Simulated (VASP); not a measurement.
# ZrB (Fm-3m) in VASP: notebook

The runs below take ZrB through single point, with LDA, PBE+D3(BJ).

All numbers are computed with VASP 6.6.1; they aren't measurements. Logs are shortened: lines on timing, memory, paths and dates and some standing lists are left out, and cuts for length are marked.

### Step 1. The cell of the first run

It takes space group Fm-3m (No. 225, cubic). The conventional cell has a = 4.800 Å, b = 4.800 Å, c = 4.800 Å, α = 90.00°, β = 90.00°, γ = 90.00°. Zr (site symmetry m-3m) has 6 B at 2.40 Å within 3.2 Å. Within 3.2 Å of B (site symmetry m-3m) lie 6 Zr at 2.40 Å.

### Step 2. Single point, LDA (13.82 Å³/atom)

INCAR reads:

```
PREC = Accurate
ENCUT = 500
EDIFF = 1E-6
ISMEAR = 0
SIGMA = 0.05
LREAL = False
LASPH = True
NELM = 120
ALGO = Normal
ISIF = 2
LWAVE = False
LCHARG = True
LELF = True
LVHAR = True
NBANDS = 14
GGA_COMPAT = False
```

KPOINTS reads:

```
regular mesh
0
Gamma
  8 8 8
```

POSCAR reads:

```
ZrB
1.0
    0.0000000000      2.3997520241      2.3997520241
    2.3997520241      0.0000000000      2.3997520241
    2.3997520241      2.3997520241      0.0000000000
Zr B
1 1
Direct
    0.5000000000      0.5000000000      0.5000000000
    0.0000000000      0.0000000000      0.0000000000
```

Potentials or basis: VASP PAW LDA potentials, release 64 (Zr_sv, B).

On the command line:

```
cat potpaw_LDA.64/Zr_sv/POTCAR potpaw_LDA.64/B/POTCAR > POTCAR
mpirun -np 1 vasp_std > vasp.out
```

OUTCAR:

```text
PREC = Accurate
   ENCUT = 500
   EDIFF = 1E-6
   ISMEAR = 0
   LREAL = False
   LASPH = True
   NELM = 120
   ISIF = 2

 ion  position               nearest neighbor table
   1  0.500  0.500  0.500-   2 2.40   2 2.40   2 2.40   2 2.40   2 2.40   2 2.40
   2  0.000  0.000  0.000-   1 2.40   1 2.40   1 2.40   1 2.40   1 2.40   1 2.40

  LATTYP: Found a face centered cubic cell.
 ALAT       =     4.7995040482

  Lattice vectors:

 A1 = (   0.0000000000,   2.3997520241,   2.3997520241)
 A2 = (   2.3997520241,   0.0000000000,   2.3997520241)
 A3 = (   2.3997520241,   2.3997520241,   0.0000000000)

Analysis of symmetry for initial positions (statically):
=====================================================================
 Subroutine PRICEL returns:
 Original cell was already a primitive cell.

 Routine SETGRP: Setting up the symmetry group for a
 face centered cubic supercell.

 Subroutine GETGRP returns: Found 48 space group operations
 (whereof 48 operations were pure point group operations)
 out of a pool of 48 trial point group operations.

The static configuration has the point symmetry O_h .

Analysis of symmetry for dynamics (positions and initial velocities):
=====================================================================
 Subroutine PRICEL returns:
 Original cell was already a primitive cell.

 Routine SETGRP: Setting up the symmetry group for a
 face centered cubic supercell.

 Subroutine GETGRP returns: Found 48 space group operations
 (whereof 48 operations were pure point group operations)
 out of a pool of 48 trial point group operations.

The dynamic configuration has the point symmetry O_h .

 Subroutine INISYM returns: Found 48 space group operations
 (whereof 48 operations are pure point group operations),
 and found     1 'primitive' translations

----------------------------------------------------------------------------------------

                                     Primitive cell

  volume of cell :      27.6394

  direct lattice vectors                    reciprocal lattice vectors
     0.000000000  2.399752024  2.399752024    -0.208354861  0.208354861  0.208354861
     2.399752024  0.000000000  2.399752024     0.208354861 -0.208354861  0.208354861
     2.399752024  2.399752024  0.000000000     0.208354861  0.208354861 -0.208354861

  length of vectors
     3.393761859  3.393761859  3.393761859     0.360881206  0.360881206  0.360881206

  position of ions in fractional coordinates (direct lattice)
     0.500000000  0.500000000  0.500000000
     0.000000000  0.000000000  0.000000000

  ion indices of the primitive-cell ions
   primitive index   ion index
                 1           1
                 2           2

----------------------------------------------------------------------------------------

 KPOINTS: regular mesh

Automatic generation of k-mesh.
 Grid dimensions read from file:
 generate k-points for:    8    8    8

 Generating k-lattice:

  Cartesian coordinates                     Fractional coordinates (reciprocal lattice)
    -0.026044358  0.026044358  0.026044358     0.125000000  0.000000000  0.000000000
     0.026044358 -0.026044358  0.026044358     0.000000000  0.125000000  0.000000000
     0.026044358  0.026044358 -0.026044358     0.000000000  0.000000000  0.125000000

  Length of vectors
     0.045110151  0.045110151  0.045110151

  Shift w.r.t. Gamma in fractional coordinates (k-lattice)
     0.000000000  0.000000000  0.000000000

 Subroutine IBZKPT returns following result:
 ===========================================

 Found     29 irreducible k-points:

 Following reciprocal coordinates:
            Coordinates               Weight
  0.000000  0.000000  0.000000      1.000000
  0.125000  0.000000  0.000000      8.000000
  0.250000  0.000000  0.000000      8.000000
  0.375000  0.000000  0.000000      8.000000
  0.500000  0.000000  0.000000      4.000000
  0.125000  0.125000  0.000000      6.000000
[... 16 lines left out ...]
  0.500000  0.250000  0.125000     48.000000
 -0.375000  0.250000  0.125000     24.000000
 [... further k-points ...]
   k-points           NKPTS =     29   k-points in BZ     NKDIM =     29   number of bands    NBANDS=     14
   number of dos      NEDOS =    301   number of ions     NIONS =      2
   total plane-waves  NPLWV =  21952
   dimension x,y,z NGX =    28 NGY =   28 NGZ =   28
   dimension x,y,z NGXF=    56 NGYF=   56 NGZF=   56
   ions per type =               1   1
   NGX,Y,Z   is equivalent  to a cutoff of  13.72, 13.72, 13.72 a.u.
   NGXF,Y,Z  is equivalent  to a cutoff of  27.43, 27.43, 27.43 a.u.
 SYSTEM =  unknown system
   PREC   = accura    normal or accurate (medium, high low for compatibility)
   ISTART =      0    job   : 0-new  1-cont  2-samecut
   ICHARG =      2    charge: 1-file 2-atom 10-const
   ISPIN  =      1    spin polarized calculation?
   LNONCOLLINEAR =      F non collinear calculations
   LSORBIT =      F    spin-orbit coupling
   LASPH  =      T    aspherical Exc in radial PAW
   ENCUT  =  500.0 eV  36.75 Ry    6.06 a.u.   6.19  6.19  6.19*2*pi/ulx,y,z
   NELM   =    120;   NELMIN=  2; NELMDL= -5     # of ELM steps
   EDIFF  = 0.1E-05   stopping-criterion for ELM
   LREAL  =      F    real-space projection
   EDIFFG = 0.1E-04   stopping-criterion for IOM
   NSW    =      0    number of steps for IOM
   IBRION =     -1    ionic relax: 0-MD 1-quasi-New 2-CG
   NFREE  =      0    steps in history (QN), initial steepest desc. (CG)
   ISIF   =      2    stress and relaxation
   ISYM   =      2    0-nonsym 1-usesym 2-fastsym
   POTIM  = 0.5000    time-step for ionic-motion
   TEBEG  =    0.0;   TEEND  =   0.0 temperature during run
   PSTRESS=    0.0 pullay stress
   NELECT =      15.0000    total number of electrons
   NUPDOWN=      -1.0000    fix difference up-down
   EMIN   =  10.00;   EMAX   =-10.00  energy-range for DOS
   EFERMI =   0.00;   METHOD = LEGACY
   ISMEAR =     0;   SIGMA  =   0.05  broadening in eV -4-tet -1-fermi 0-gaus
   EFERMI_NEDOS =   21; number of points for ismear=-14 and -15
   IALGO  =     38    algorithm
   IMIX   =      4    mixing-type and parameters
     AMIX     =   0.40;   BMIX     =  1.00
     AMIX_MAG =   1.60;   BMIX_MAG =  1.00
  volume/ion in A,a.u.               =      13.82        93.26
  Fermi-wavevector in a.u.,A,eV,Ry     =   1.335351  2.523448 24.261409  1.783163
  Thomas-Fermi vector in A             =   2.464062
   LORBIT       =      0    0 simple, 1 ext, 2 COOP (PROOUT), +10 PAW based schemes
   GGA     = CA    functional components
   LHFCALC =     F    Hartree Fock is set to
   AEXX    =    0.0000 exact exchange contribution
   IVDW    =     0    specifies the selected vdW correction
   LEPSILON=     F    determine dielectric tensor
   LRPA    =     F    only Hartree local field effects (RPA)
 non-spin polarized calculation
 Gauss-broadening in eV      SIGMA  =   0.05
  energy-cutoff  :      500.00
  volume of cell :       27.64
 maximum number of plane-waves:       725
 NGX is ok and might be reduce to    28
   NGX = 13   NGY = 13   NGZ = 13

 number of electron      15.0000000 magnetization

 Free energy of the ion-electron system (eV)
  ---------------------------------------------------
  ext. energy  EPLUGINS =         0.00000000
  ---------------------------------------------------
  free energy    TOTEN  =       -17.50624522 eV

  energy without entropy =      -17.50470144  energy(sigma->0) =      -17.50547333

 E-fermi :   7.9792     XC(G=0): -11.9458

 val. band max:        7.9301178467   @ k =   0.5000   0.2500   0.0000
 cond. band min:       8.0258165326   @ k =   0.2500   0.1250   0.0000
 fundamental gap:      0.0956986859
 Fermi energy:         7.9792280522

 k-point     1 :       0.0000    0.0000    0.0000
  band No.  band energies     occupation
      1     -38.9676      2.00000
      2     -16.9160      2.00000
      3     -16.9160      2.00000
      4     -16.9160      2.00000
      5      -0.1044      2.00000
      6       9.7164      0.00000
      7       9.7164      0.00000
      8       9.7164      0.00000
      9      11.2984      0.00000
     10      11.2984      0.00000
     11      11.5357      0.00000
     12      11.5357      0.00000
     13      11.5357      0.00000
     14      18.8570      0.00000

 k-point     2 :       0.1250    0.0000    0.0000
  band No.  band energies     occupation
      1     -38.9559      2.00000
      2     -17.0234      2.00000
      3     -16.9266      2.00000
      4     -16.9266      2.00000
      5       0.2690      2.00000
      6       8.7249      0.00000
      7       9.1978      0.00000
      8       9.1978      0.00000
      9      10.3655      0.00000
     10      10.3655      0.00000
     11      11.9552      0.00000
     12      13.7302      0.00000
     13      13.7302      0.00000
     14      19.7212      0.00000

 k-point     3 :       0.2500    0.0000    0.0000
  band No.  band energies     occupation
      1     -38.9276      2.00000
      2     -17.2740      2.00000
      3     -16.9520      2.00000
      4     -16.9520      2.00000
      5       1.2720      2.00000
      6       7.0977      2.00000
      7       7.8596      1.99929
      8       7.8596      1.99929
      9      11.1954      0.00000
     10      11.1954      0.00000
     11      12.4799      0.00000
     12      16.3105      0.00000
     13      16.3105      0.00000
     14      19.9530      0.00000

 k-point     4 :       0.3750    0.0000    0.0000
  band No.  band energies     occupation
      1     -38.8990      2.00000
      2     -17.5138      2.00000
      3     -16.9771      2.00000
      4     -16.9771      2.00000
      5       2.6253      2.00000
      6       5.5360      2.00000
      7       6.9896      2.00000
      8       6.9896      2.00000
      9      12.4045      0.00000
     10      12.4045      0.00000
     11      13.3470      0.00000
     12      17.6890      0.00000
     13      18.7229      0.00000
     14      18.7229      0.00000

 k-point     5 :       0.5000    0.0000    0.0000
  band No.  band energies     occupation
      1     -38.8871      2.00000
      2     -17.6103      2.00000
      3     -16.9875      2.00000
      4     -16.9875      2.00000
      5       3.9993      2.00000
      6       4.1422      2.00000
      7       6.6945      2.00000
      8       6.6945      2.00000
      9      13.0811      0.00000
     10      13.0811      0.00000
     11      14.4742      0.00000
[... 276 lines left out ...]
 k-point    22 :       0.3750    0.2500    0.1250
  band No.  band energies     occupation
      1     -38.9063      2.00000
      2     -17.3247      2.00000
      3     -17.0855      2.00000
      4     -16.9915      2.00000
      5       1.8914      2.00000
      6       6.2049      2.00000
      7       7.5086      2.00000
      8       8.0304      0.14787
      9      10.4170      0.00000
     10      12.7612      0.00000
     11      13.9185      0.00000
     12      14.7436      0.00000
     13      18.1218      0.00000
     14      20.6522      0.00000

 k-point    23 :       0.5000    0.2500    0.1250
  band No.  band energies     occupation
      1     -38.8832      2.00000
      2     -17.4542      2.00000
      3     -17.1551      2.00000
      4     -17.0275      2.00000
      5       2.7997      2.00000
      6       5.4744      2.00000
      7       7.0412      2.00000
      8       7.4602      2.00000
      9      11.3792      0.00000
     10      13.3783      0.00000
     11      14.1230      0.00000
     12      15.9805      0.00000
     13      18.3182      0.00000
     14      20.2255      0.00000

 k-point    24 :      -0.3750    0.2500    0.1250
  band No.  band energies     occupation
      1     -38.8737      2.00000
      2     -17.5103      2.00000
      3     -17.1739      2.00000
      4     -17.0488      2.00000
      5       3.2911      2.00000
      6       5.0481      2.00000
      7       6.9698      2.00000
      8       7.2598      2.00000
      9      12.5196      0.00000
     10      12.5912      0.00000
     11      14.0818      0.00000
     12      17.7149      0.00000
     13      17.7837      0.00000
     14      19.1288      0.00000

 [... further k-points ...]

------------------------ aborting loop because EDIFF is reached ----------------------------------------

  FORCE on cell =-STRESS in cart. coord.  units (eV):
  Direction    XX          YY          ZZ          XY          YZ          ZX
  --------------------------------------------------------------------------------------
  -------------------------------------------------------------------------------------
  Total        0.7087432      0.7087432      0.7087432      0.0000000      0.0000000      0.0000000
  in kB       41.0837792     41.0837792     41.0837792      0.0000000      0.0000000      0.0000000
  external PRESSURE =      41.0837792 kB  Pullay stress =       0.0000000 kB

 VOLUME and BASIS-vectors are now :
 -----------------------------------------------------------------------------
  energy-cutoff  :      500.00
  volume of cell :       27.64
      direct lattice vectors                 reciprocal lattice vectors
     0.000000000  2.399752024  2.399752024    -0.208354861  0.208354861  0.208354861
     2.399752024  0.000000000  2.399752024     0.208354861 -0.208354861  0.208354861
     2.399752024  2.399752024  0.000000000     0.208354861  0.208354861 -0.208354861

 POSITION                                       TOTAL-FORCE (eV/Angst)
 -----------------------------------------------------------------------------------
      2.39975      2.39975      2.39975         0.000000      0.000000      0.000000
      0.00000      0.00000      0.00000         0.000000     -0.000000     -0.000000
 -----------------------------------------------------------------------------------
    total drift:                                0.000000      0.000000      0.000000

  FREE ENERGIE OF THE ION-ELECTRON SYSTEM (eV)
  ---------------------------------------------------
  free  energy   TOTEN  =       -17.5062452166 eV

  energy  without entropy=      -17.5047014363  energy(sigma->0) =      -17.50547333
```

Wall time 22 s (1 thread of Intel Xeon Platinum 8259CL at 2.50GHz (Skylake/Cascade Lake), shared host); peak memory 0.14 GiB.

Results:

```yaml
Free_energy: -17.5062 eV
Pressure: 4.1 GPa
Band_gap_on_the_k_mesh: zero (an odd number of electrons rules out a gap without spin polarisation)
```

Caveat: the cell stands under pressure.

(Part 1 of 2 ends here.)
